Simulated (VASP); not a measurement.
Input of a VASP 6.6.1 run:

File INCAR:

```
ALGO = Fast
EDIFF = 1E-6
ENCUT = 520
GGA = PS
ISIF = 2
ISMEAR = 0
ISPIN = 2
LASPH = T
LCHARG = T
LELF = T
LMAXMIX = 4
LORBIT = 11
LREAL = F
LVHAR = T
LWAVE = F
MAGMOM = 0 0.28 0.28 0.28
NBANDS = 28
NELM = 150
PREC = Accurate
SIGMA = 0.1
```

Contents of KPOINTS:

```
k-points
0
Gamma
  12 12 12
```

The input POSCAR:

```
AlNi3
1.0
    3.5230547267      0.0000000000      0.0000000000
    0.0000000000      3.5230547267      0.0000000000
    0.0000000000      0.0000000000      3.5230547267
Al Ni
1 3
Direct
    0.0000000000      0.0000000000      0.0000000000
    0.0000000000      0.5000000000      0.5000000000
    0.5000000000      0.0000000000      0.5000000000
    0.5000000000      0.5000000000      0.0000000000
```

Potentials or basis: VASP PAW PBE potentials, release 64 (Al, Ni).

Command:

```sh
$ cat potpaw_PBE.64/Al/POTCAR potpaw_PBE.64/Ni/POTCAR > POTCAR
$ mpirun -np 1 vasp_std > vasp.out
```

Predict the pressure.

-0.6 GPa.

Estimate the site moments.

Al -0.01; Ni +0.23 μB.

Caveat: the PAW data sets were made with another functional, which shifts forces and pressure a little.
